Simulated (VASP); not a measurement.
Runs of VASP 6.6.1 on Tl. The structure is that of space group Fm-3m (No. 225), or close to it. The cells are those of the table. This isn't the form of Tl at room conditions, which is hcp.

```csv
cell,gap on the mesh (eV),pressure (GPa)
"a = 3.427 Å, angles 60.0°, 1 atom",none,(a)
"a = 3.462 Å, angles 60.0°, 1 atom",none,(b)
"a = 3.318 Å, angles 60.0°, 1 atom",none,5.9
"a = 3.530 Å, angles 60.0°, 1 atom",none,-1.7
"a = 3.497 Å, angles 60.0°, 1 atom",none,-0.9
```

Alike in all rows: task single point; level PBE+D3(BJ); potentials or basis VASP PAW PBE potentials, release 64 (Tl_d); no spin polarisation; k mesh 14 × 14 × 14; cutoff (eV) 520; smearing gaussian 0.1 eV.

Question: Estimate the missing entries.

Answer: (a) 1.0; (b) 0.0.

Caveats: spin-orbit coupling is left out, which moves the levels of the heavy elements; the cell stands under pressure (at least some runs).

A k mesh can miss the band edges, and the runs leave out spin-orbit coupling on Tl.

A gap of «none» marks levels without a gap at the run's occupations.
